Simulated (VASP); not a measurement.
# GaN (P6_3mc) in VASP: relaxation of cell and atoms with PBEsol

Aim: the relaxation of cell and atoms of GaN with PBEsol.

All numbers are computed with VASP 6.6.1; they aren't measurements. Logs are shortened: lines on timing, memory, paths and dates and some standing lists are left out, and cuts for length are marked.

**1. The cell of the first run**

The structure is hexagonal, space group P6_3mc (No. 186). The conventional cell has a = 3.128 Å, b = 3.128 Å, c = 5.097 Å, α = 90.00°, β = 90.00°, γ = 120.00°. Ga (site symmetry 3m) has 4 N at 1.91 to 1.92 Å within 2.5 Å. N (site symmetry 3m) has 4 Ga at 1.91 to 1.92 Å within 2.5 Å.

**2. Relaxation of cell and atoms, PBEsol, target pressure 22 GPa, at which the enthalpy is minimised**

Input file INCAR:

```
SYSTEM = GaN
ALGO = Normal
EDIFF = 1E-6
EDIFFG = -0.001
ENCUT = 600
GGA = PS
IBRION = 2
ISIF = 3
ISMEAR = 0
LASPH = .TRUE.
LCHARG = .FALSE.
LREAL = .FALSE.
LWAVE = .FALSE.
NELM = 100
NSW = 80
PREC = Accurate
PSTRESS = 220.0
SIGMA = 0.01
```

Input file KPOINTS:

```
k-points
0
G
  12 12 6
  0 0 0
```

Input file POSCAR:

```
GaN
1.0
    3.1276324295      0.0000000000      0.0000000000
   -1.5638162148      2.7086091377      0.0000000000
    0.0000000000      0.0000000000      5.0969692149
Ga N
2 2
Direct
    0.3333333333      0.6666666667     -0.0007050244
    0.6666666667      0.3333333333      0.4992949756
    0.3333333333      0.6666666667      0.3757050244
    0.6666666667      0.3333333333      0.8757050244
```

Potentials or basis: VASP PAW PBE potentials, release 64 (Ga_d, N).

The run is started by

```bash
$ cat potpaw_PBE.64/Ga_d/POTCAR potpaw_PBE.64/N/POTCAR > POTCAR
$ mpirun -np 1 vasp_std > vasp.out
```

OUTCAR:

```text
SYSTEM = GaN
   EDIFF = 1E-6
   EDIFFG = -0.001
   ENCUT = 600
   GGA = PS
   IBRION = 2
   ISIF = 3
   ISMEAR = 0
   LASPH = .TRUE.
   LREAL = .FALSE.
   NELM = 100
   NSW = 80
   PREC = Accurate
   PSTRESS = 220.0

 ion  position               nearest neighbor table
   1  0.333  0.667  0.999-   4 1.91   4 1.91   4 1.91   3 1.92
   2  0.667  0.333  0.499-   3 1.91   3 1.91   3 1.91   4 1.92
   3  0.333  0.667  0.376-   2 1.91   2 1.91   2 1.91   1 1.92
   4  0.667  0.333  0.876-   1 1.91   1 1.91   1 1.91   2 1.92

  LATTYP: Found a hexagonal cell.
 ALAT       =     3.1276324295
 C/A-ratio  =     1.6296573622

  Lattice vectors:

 A1 = (   3.1276324295,   0.0000000000,   0.0000000000)
 A2 = (  -1.5638162148,   2.7086091377,   0.0000000000)
 A3 = (   0.0000000000,   0.0000000000,   5.0969692149)

Analysis of symmetry for initial positions (statically):
=====================================================================
 Subroutine PRICEL returns:
 Original cell was already a primitive cell.

 Routine SETGRP: Setting up the symmetry group for a
 hexagonal supercell.

 Subroutine GETGRP returns: Found 12 space group operations
 (whereof  6 operations were pure point group operations)
 out of a pool of 24 trial point group operations.

The static configuration has the point symmetry C_3v.
 The point group associated with its full space group is C_6v.

Analysis of symmetry for dynamics (positions and initial velocities):
=====================================================================
 Subroutine PRICEL returns:
 Original cell was already a primitive cell.

 Routine SETGRP: Setting up the symmetry group for a
 hexagonal supercell.

 Subroutine GETGRP returns: Found 12 space group operations
 (whereof  6 operations were pure point group operations)
 out of a pool of 24 trial point group operations.

The dynamic configuration has the point symmetry C_3v.
 The point group associated with its full space group is C_6v.

 Subroutine INISYM returns: Found 12 space group operations
 (whereof  6 operations are pure point group operations),
 and found     1 'primitive' translations

----------------------------------------------------------------------------------------

                                     Primitive cell

  volume of cell :      43.1791

  direct lattice vectors                    reciprocal lattice vectors
     3.127632430  0.000000000  0.000000000     0.319730666  0.184596586  0.000000000
    -1.563816215  2.708609138  0.000000000     0.000000000  0.369193172  0.000000000
     0.000000000  0.000000000  5.096969215     0.000000000  0.000000000  0.196195025

  length of vectors
     3.127632430  3.127632430  5.096969215     0.369193172  0.369193172  0.196195025

  position of ions in fractional coordinates (direct lattice)
     0.333333333  0.666666667  0.999294976
     0.666666667  0.333333333  0.499294976
     0.333333333  0.666666667  0.375705024
     0.666666667  0.333333333  0.875705024

  ion indices of the primitive-cell ions
   primitive index   ion index
                 1           1
                 2           2
                 3           3
                 4           4

----------------------------------------------------------------------------------------

 KPOINTS: k-points

Automatic generation of k-mesh.
 Grid dimensions read from file:
 generate k-points for:   12   12    6

 Generating k-lattice:

  Cartesian coordinates                     Fractional coordinates (reciprocal lattice)
     0.026644222  0.015383049  0.000000000     0.083333333  0.000000000  0.000000000
     0.000000000  0.030766098  0.000000000     0.000000000  0.083333333  0.000000000
     0.000000000  0.000000000  0.032699171     0.000000000  0.000000000  0.166666667

  Length of vectors
     0.030766098  0.030766098  0.032699171

  Shift w.r.t. Gamma in fractional coordinates (k-lattice)
     0.000000000  0.000000000  0.000000000

 Subroutine IBZKPT returns following result:
 ===========================================

 Found     76 irreducible k-points:

 Following reciprocal coordinates:
            Coordinates               Weight
  0.000000  0.000000  0.000000      1.000000
  0.083333  0.000000  0.000000      6.000000
  0.166667  0.000000  0.000000      6.000000
  0.250000  0.000000  0.000000      6.000000
  0.333333  0.000000  0.000000      6.000000
  0.416667  0.000000  0.000000      6.000000
[... 16 lines left out ...]
  0.250000  0.000000  0.166667     12.000000
  0.333333  0.000000  0.166667     12.000000
 [... further k-points ...]
   k-points           NKPTS =     76   k-points in BZ     NKDIM =     76   number of bands    NBANDS=     22
   number of dos      NEDOS =    301   number of ions     NIONS =      4
   total plane-waves  NPLWV =  32928
   dimension x,y,z NGX =    28 NGY =   28 NGZ =   42
   dimension x,y,z NGXF=    56 NGYF=   56 NGZF=   84
   ions per type =               2   2
   NGX,Y,Z   is equivalent  to a cutoff of  14.88, 14.88, 13.70 a.u.
   NGXF,Y,Z  is equivalent  to a cutoff of  29.77, 29.77, 27.40 a.u.
 SYSTEM =  GaN
   PREC   = accura    normal or accurate (medium, high low for compatibility)
   ISTART =      0    job   : 0-new  1-cont  2-samecut
   ICHARG =      2    charge: 1-file 2-atom 10-const
   ISPIN  =      1    spin polarized calculation?
   LNONCOLLINEAR =      F non collinear calculations
   LSORBIT =      F    spin-orbit coupling
   LASPH  =      T    aspherical Exc in radial PAW
   ENCUT  =  600.0 eV  44.10 Ry    6.64 a.u.   6.25  6.25 10.18*2*pi/ulx,y,z
   NELM   =    100;   NELMIN=  2; NELMDL= -5     # of ELM steps
   EDIFF  = 0.1E-05   stopping-criterion for ELM
   LREAL  =      F    real-space projection
   EDIFFG = -.1E-02   stopping-criterion for IOM
   NSW    =     80    number of steps for IOM
   IBRION =      2    ionic relax: 0-MD 1-quasi-New 2-CG
   NFREE  =      1    steps in history (QN), initial steepest desc. (CG)
   ISIF   =      3    stress and relaxation
   ISYM   =      2    0-nonsym 1-usesym 2-fastsym
   POTIM  = 0.5000    time-step for ionic-motion
   TEBEG  =    0.0;   TEEND  =   0.0 temperature during run
   PSTRESS=  220.0 pullay stress
   NELECT =      36.0000    total number of electrons
   NUPDOWN=      -1.0000    fix difference up-down
   EMIN   =  10.00;   EMAX   =-10.00  energy-range for DOS
   EFERMI =   0.00;   METHOD = LEGACY
   ISMEAR =     0;   SIGMA  =   0.01  broadening in eV -4-tet -1-fermi 0-gaus
   EFERMI_NEDOS =   21; number of points for ismear=-14 and -15
   IALGO  =     38    algorithm
   IMIX   =      4    mixing-type and parameters
     AMIX     =   0.40;   BMIX     =  1.00
     AMIX_MAG =   1.60;   BMIX_MAG =  1.00
  volume/ion in A,a.u.               =      10.79        72.85
  Fermi-wavevector in a.u.,A,eV,Ry     =   1.540817  2.911721 32.301811  2.374116
  Thomas-Fermi vector in A             =   2.646850
   LORBIT       =      0    0 simple, 1 ext, 2 COOP (PROOUT), +10 PAW based schemes
   GGA     = PS    functional components
   LHFCALC =     F    Hartree Fock is set to
   AEXX    =    0.0000 exact exchange contribution
   IVDW    =     0    specifies the selected vdW correction
   LEPSILON=     F    determine dielectric tensor
   LRPA    =     F    only Hartree local field effects (RPA)
 conjugate gradient relaxation of ions
 non-spin polarized calculation
 Gauss-broadening in eV      SIGMA  =   0.01
  energy-cutoff  :      600.00
  volume of cell :       43.18
 maximum number of plane-waves:      1454
 NGX is ok and might be reduce to    28
   NGX = 13   NGY = 13   NGZ = 21

--------------------------------------- Ionic step        1  -------------------------------------------

 number of electron      35.9999996 magnetization

 Free energy of the ion-electron system (eV)
  ---------------------------------------------------
  ext. energy  EPLUGINS =         0.00000000
  ---------------------------------------------------
  free energy    TOTEN  =       -26.19874033 eV

  energy without entropy =      -26.19874033  energy(sigma->0) =      -26.19874033

------------------------ aborting loop because EDIFF is reached ----------------------------------------

  FORCE on cell =-STRESS in cart. coord.  units (eV):
  Direction    XX          YY          ZZ          XY          YZ          ZX
  --------------------------------------------------------------------------------------
  -------------------------------------------------------------------------------------
  Total        2.8343844      2.8343844      2.8480488     -0.0000000      0.0000000      0.0000000
  in kB      105.1708226    105.1708226    105.6778455     -0.0000000      0.0000000      0.0000000
  external PRESSURE =    -114.6601698 kB  Pullay stress =     220.0000000 kB
[... 99 lines left out ...]
  FREE ENERGIE OF THE ION-ELECTRON SYSTEM (eV)
  ---------------------------------------------------
  free  energy   TOTEN  =       -26.0143788428 eV

  energy  without entropy=      -26.0143788428  energy(sigma->0) =      -26.01437884

  enthalpy is  TOTEN    =       -20.3397167688 eV   P V=        5.6746620740

[... ionic steps 4 to 12 ...]

--------------------------------------- Ionic step       13  -------------------------------------------

 number of electron      36.0000017 magnetization

------------------------ aborting loop because EDIFF is reached ----------------------------------------

  FORCE on cell =-STRESS in cart. coord.  units (eV):
  Direction    XX          YY          ZZ          XY          YZ          ZX
  --------------------------------------------------------------------------------------
  -------------------------------------------------------------------------------------
  Total        5.6856096      5.6856096      5.6809343     -0.0000000     -0.0000000      0.0000000
  in kB      220.6378204    220.6378204    220.4563891     -0.0000000     -0.0000000      0.0000000
  external PRESSURE =       0.5773433 kB  Pullay stress =     220.0000000 kB
[... 65 lines left out ...]
  enthalpy is  TOTEN    =       -20.3397616309 eV   P V=        5.6698930585

--------------------------------------- Ionic step       15  -------------------------------------------

 number of electron      36.0000017 magnetization

 Free energy of the ion-electron system (eV)
  ---------------------------------------------------
  ext. energy  EPLUGINS =         0.00000000
  ---------------------------------------------------
  free energy    TOTEN  =       -26.00961126 eV

  energy without entropy =      -26.00961126  energy(sigma->0) =      -26.00961126

 E-fermi :   6.4221     XC(G=0): -12.4593

 val. band max:        6.3590040508   @ k =   0.0000   0.0000   0.0000
 cond. band min:       8.8901695457   @ k =   0.0000   0.0000   0.0000
 fundamental gap:      2.5311654949
 Fermi energy:         6.4220534476

 k-point     1 :       0.0000    0.0000    0.0000
  band No.  band energies     occupation
      1     -10.5564      2.00000
      2      -9.2683      2.00000
      3      -7.1818      2.00000
      4      -7.1609      2.00000
      5      -7.1609      2.00000
      6      -7.0764      2.00000
[... 574 lines left out ...]
      6      -6.8799      2.00000
[... 14 lines left out ...]
     21      13.7844      0.00000
     22      15.2224      0.00000

 [... further k-points ...]

------------------------ aborting loop because EDIFF is reached ----------------------------------------

  FORCE on cell =-STRESS in cart. coord.  units (eV):
  Direction    XX          YY          ZZ          XY          YZ          ZX
  --------------------------------------------------------------------------------------
  -------------------------------------------------------------------------------------
  Total        5.6659653      5.6659653      5.6679880     -0.0000000      0.0000000      0.0000000
  in kB      219.8492824    219.8492825    219.9277686     -0.0000000      0.0000000      0.0000000
  external PRESSURE =      -0.1245555 kB  Pullay stress =     220.0000000 kB
[... 19 lines left out ...]
  FREE ENERGIE OF THE ION-ELECTRON SYSTEM (eV)
  ---------------------------------------------------
  free  energy   TOTEN  =       -26.0096112619 eV

  energy  without entropy=      -26.0096112619  energy(sigma->0) =      -26.00961126

  enthalpy is  TOTEN    =       -20.3397616841 eV   P V=        5.6698495778

 reached required accuracy - stopping structural energy minimisation
```

It took 15 min on 1 thread of Intel Xeon 8259CL, shared host; peak memory 0.24 GiB.

What came out:

| Quantity | Value |
| --- | --- |
| Free energy | -26.0096 eV |
| Relaxed volume | 10.32 Å³/atom |
| Relaxed cell | a = 3.081 Å, b = 3.081 Å, c = 5.024 Å, α = 90.00°, β = 90.00°, γ = 120.00° |
| Space group after relaxing (to 0.1 Å) | P6_3mc (No. 186) |
| Energy change on relaxing (the run minimises the enthalpy) | +47.3 meV/atom |
| Ionic steps | 15 |
| Pressure after relaxing | 22.0 GPa |
| Band gap on the k mesh | 2.53 eV |

The path:
| step | energy change (eV) | largest force (eV/Å) | pressure (GPa) | volume (Å³) |
| --- | --- | --- | --- | --- |
| 1 | 0.0000 | 0.0001 | 10.53 | 43.18 |
| 2 | 0.7491 | 0.0347 | 44.18 | 38.53 |
| 3 | 0.1844 | 0.0114 | 21.71 | 41.33 |
| 4 | 0.1897 | 0.0117 | 22.02 | 41.29 |
| 5 | 0.1898 | 0.0031 | 22.01 | 41.29 |
| 6 | 0.1898 | 0.0001 | 22.03 | 41.29 |
| 7 | 0.1886 | 0.0001 | 21.90 | 41.30 |
| 8 | 0.1889 | 0.0016 | 22.02 | 41.29 |
| 9 | 0.1887 | 0.0017 | 21.95 | 41.29 |
| 10 | 0.1886 | 0.0013 | 21.95 | 41.29 |
| 11 | 0.1886 | 0.0022 | 21.92 | 41.30 |
| 12 | 0.1886 | 0.0001 | 21.97 | 41.30 |
| 13 | 0.1898 | 0.0004 | 22.06 | 41.29 |
| 14 | 0.1891 | 0.0014 | 22.00 | 41.29 |
| 15 | 0.1891 | 0.0002 | 21.99 | 41.29 |

Final structure:
```yaml
crystal:
  lattice:
    - [3.08077, 0.00000, 0.00000]
    - [-1.54039, 2.66803, 0.00000]
    - [0.00000, 0.00000, 5.02354]
  atoms:
    - { symbol: Ga, position: [0.33333, 0.66667, 0.99942] }
    - { symbol: Ga, position: [0.66667, 0.33333, 0.49942] }
    - { symbol: N, position: [0.33333, 0.66667, 0.37558] }
    - { symbol: N, position: [0.66667, 0.33333, 0.87558] }
```

Levels at points of the mesh, in eV from the valence-band top:
| k point | band 15 | band 16 | band 17 | band 18 | band 19 | band 20 | band 21 | band 22 |
| --- | --- | --- | --- | --- | --- | --- | --- | --- |
| (0.00, 0.00, 0.00) | -1.18 | -0.07 | 0.00 | 0.00 | 2.53 | 4.86 | 9.66 | 10.38 |
| (0.50, 0.00, 0.00) | -4.74 | -3.15 | -2.57 | -1.14 | 5.21 | 5.92 | 6.35 | 9.38 |
| (0.00, 0.00, 0.50) | -0.60 | -0.60 | -0.60 | -0.60 | 4.84 | 4.84 | 8.89 | 8.89 |
| (0.50, 0.00, 0.50) | -2.23 | -2.23 | -2.15 | -2.15 | 4.58 | 4.58 | 8.30 | 8.30 |

Caveat: the cell is relaxed towards a set pressure, so the run minimises the enthalpy, not the energy; the PAW data sets were made with another functional, which shifts forces and pressure a little.
